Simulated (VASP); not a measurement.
Crystal: Cr.

```xyz
1
Lattice="-1.4589 1.4589 1.4589 1.4589 -1.4589 1.4589 1.4589 1.4589 -1.4589" Properties=species:S:1:pos:R:3 pbc="T T T"
Cr    0.0000    0.0000    0.0000
```

| Property | Result |
| --- | --- |
| Program | VASP 6.6.1 |
| Task | relaxation of cell and atoms |
| Functional | PBEsol |
| Potentials or basis | VASP PAW PBE potentials, release 64 (Cr_pv) |
| Cutoff | 600 eV |
| k mesh | 10 × 10 × 10 |
| Occupations | gaussian, width 0.1 eV |
| Spin | no spin polarisation |

At the start: pressure -24.3 GPa; volume 12.42 Å³/atom.

Problem. How do energy, volume and symmetry change on relaxing?

Solution. Over 4 steps the energy falls by 107.0 meV/atom and the volume is 11.15 Å³/atom (-10.2 %); space group Im-3m (No. 229, to 0.05 Å).

The path:
```csv
step,energy change (eV),largest force (eV/Å),pressure (GPa),volume (Å³)
1,0.0000,0.0000,-24.26,12.42
2,0.2410,0.0000,71.72,9.34
3,-0.1067,0.0000,-1.64,11.21
4,-0.1070,0.0000,-0.41,11.15
```

Final structure:
```
Cr
1.0
    -1.40749    1.40749    1.40749
     1.40749   -1.40749    1.40749
     1.40749    1.40749   -1.40749
Cr
1
Direct
  0.00000 0.00000 0.00000
```

Caveat: the PAW data sets were made with another functional, which shifts forces and pressure a little; the run has no spin polarisation, though such a crystal can be magnetic.
